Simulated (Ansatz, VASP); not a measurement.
## One calculation of TiAl, two programs

The input INCAR:

```
PREC = Accurate ; ENCUT = 520
EDIFF = 1E-6 ; ISMEAR = 0
SIGMA = 0.15 ; LREAL = False
LASPH = True ; NELM = 100
ALGO = Normal ; ISIF = 2
LWAVE = False ; LCHARG = False
GGA = PS ; NBANDS = 14
```

Contents of KPOINTS:

```
Automatic mesh
0
Gamma
  14 14 14
```

The input POSCAR:

```
TiAl
1.0
    2.8091745961      0.0000000000      0.0000000000
    0.0000000000      3.1563759507      0.0000000000
    0.0000000000      0.0000000000      3.1563759507
Ti Al
1 1
Direct
    0.0000000000      0.0000000000      0.0000000000
    0.5000000000      0.5000000000      0.5000000000
```

Input for Ansatz:

```yaml
crystal:
  lattice:
    - [2.809174596, 0.0, 0.0]
    - [0.0, 3.1563759506, 0.0]
    - [0.0, 0.0, 3.1563759506]
  atoms:
    - { symbol: Ti, position: [0.0, 0.0, 0.0] }
    - { symbol: Al, position: [0.5, 0.5, 0.5] }
basis:
  ecutwfc: 520.0
kpoints:
  mp_grid: { grid: [14, 14, 14] }
hamiltonian:
  xc: pbesol
scf:
  occupations: { method: gaussian, width: 0.15 }
output:
  forces: true
  stress: true
  eigenvalues: true
```

Change from the starting cell: normal strain along x -0.1100, normal strain along y +0.0000.

Alike in both runs: task single point; functional PBEsol; k mesh 14 × 14 × 14; occupations gaussian, width 0.15 eV; no spin polarisation.

```csv
,VASP,Ansatz
version,VASP 6.6.1,Ansatz 0.2.0
potentials or method,"VASP PAW PBE potentials, release 64 (Ti_sv, Al), cutoff 520 eV","scalar-relativistic, plane waves, PAW"
valence electrons in the cell,15,15
```

```csv
,VASP,Ansatz,Ansatz less VASP
gap on the k mesh at the Fermi level (eV),none,none,-
pressure (GPa),18.0,17.9,-0.03
"traceless stress, the component that is largest in VASP (GPa)",0.55,0.55,+0.008
```

VASP's potentials were made for PBE, not for PBEsol. A gap of «none» marks a metal or a gap that the smearing closes.
